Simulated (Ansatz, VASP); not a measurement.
# One calculation of CuO, two programs

File INCAR:

```
SYSTEM = CuO
ALGO     = Normal         ! electronic algorithm
EDIFF    = 1E-6           ! SCF threshold, eV
ENCUT    = 520            ! plane-wave cutoff, eV
GGA      = PS             ! functional
ISIF     = 2              ! what is computed and relaxed
ISMEAR   = -1             ! smearing method
LASPH    = .TRUE.         ! aspherical terms in the spheres
LCHARG   = .TRUE.         ! write CHGCAR
LDAU     = .TRUE.         ! DFT+U
LDAUJ    = 0 0          
LDAUL    = 2 -1           ! shell
LDAUPRINT= 1            
LDAUTYPE = 2            
LDAUU    = 1 0            ! U, eV
LELF     = .TRUE.         ! ELF
LMAXMIX  = 4              ! l up to which the mixer works
LREAL    = .FALSE.        ! projectors in reciprocal space
LVHAR    = .TRUE.       
LWAVE    = .FALSE.        ! write WAVECAR
NBANDS   = 25             ! bands
NELM     = 150            ! most SCF steps
PREC     = Accurate       ! precision mode
SIGMA    = 0.05           ! smearing width, eV
```

Contents of KPOINTS:

```
k-points
0
G
  10 10 5
  0 0 0
```

POSCAR

```
CuO
1.0
    2.3418500000     -1.7113000000      0.0000000000
    2.3418500000      1.7113000000      0.0000000000
   -0.8500274268      0.0000000000      5.0578693947
Cu O
2 2
Direct
    0.5000000000      0.0000000000      0.5000000000
    0.0000000000      0.5000000000      0.0000000000
    0.4184000000      0.5816000000      0.7500000000
    0.5816000000      0.4184000000      0.2500000000
```

input.yaml

```yaml
crystal:
  lattice:
    - [2.34185, -1.7113, 0.0]
    - [2.34185, 1.7113, 0.0]
    - [-0.8500274268, 0.0, 5.0578693947]
  atoms:
    - { symbol: Cu, position: [0.5, 0.0, 0.5] }
    - { symbol: Cu, position: [0.0, 0.5, 0.0] }
    - { symbol: O, position: [0.4184, 0.5816, 0.75] }
    - { symbol: O, position: [0.5816, 0.4184, 0.25] }
hamiltonian:
  xc: pbesol
  pseudopotentials: { kind: paw }
  hubbard: { sites: [{ species: Cu, l: d, u_eff: 1.0 }] }
kpoints:
  mp_grid: { grid: [10, 10, 5] }
  band_path:
    path:
      - [[0.0, 0.0, 0.0], [-0.5, -0.5, 0.0], [-0.5247847702, -0.5247847702, 0.3275098836], [-0.5, -0.5, 0.5], [-0.6335075857, -0.3664924143, 0.5]]
      - [[-0.3664924143, 0.3664924143, 0.5], [0.0, 0.0, 0.5], [-0.4752152298, -0.4752152298, 0.6724901164]]
      - [[-0.5, -0.5, 0.0], [-0.612731633, -0.387268367, 0.0]]
      - [[-0.387268367, 0.387268367, 0.0], [0.0, 0.0, 0.0], [-0.5, 0.0, 0.0]]
      - [[-0.5, 0.0, 0.5], [0.0, 0.0, 0.0]]
    npoints: 14
scf:
  occupations: { method: fermi_dirac, width: 0.05 }
  n_extra_bands: 10
output:
  forces: true
  stress: true
  eigenvalues: true
  fatbands: false
  write_density: true
  write_potential: true
  elf: true
  volumetric_format: npy
```

Alike in both runs: functional PBEsol; k mesh 10 × 10 × 5; occupations fermi-dirac, width 0.05 eV; no spin polarisation; Hubbard terms Cu d U = 1.0 eV.

|  | VASP | Ansatz |
| --- | --- | --- |
| version | VASP 6.6.1 | Ansatz 0.2.0 |
| potentials or method | VASP PAW PBE potentials, release 64 (Cu, O) | Ansatz PAW |
| plane-wave cutoff (eV) | 520 | 420 |
| valence electrons in the cell | 34 | 50 |
| task | single point | band structure |

|  | VASP | Ansatz | Ansatz less VASP |
| --- | --- | --- | --- |
| gap on the k mesh at the Fermi level (eV) | none | none | - |
| pressure (GPa) | -2.9 | -2.3 | +0.54 |
| traceless stress, the component that is largest in VASP (GPa) | 2.17 | 2.30 | +0.123 |
| rms of the force components (eV/Å) | 0.127 | 0.138 | +0.0105 |

VASP's potentials were made for PBE, not for PBEsol. The programs project onto different local orbitals, so the same U acts differently, and such runs can settle in different states. Atom by atom the forces differ by 0.011 eV/Å (rms over components). A gap of «none» marks a metal or a gap that the smearing closes. VASP's potentials hold 34 valence electrons a cell and Ansatz's 50, so a difference there can come from the potentials and not from the codes.
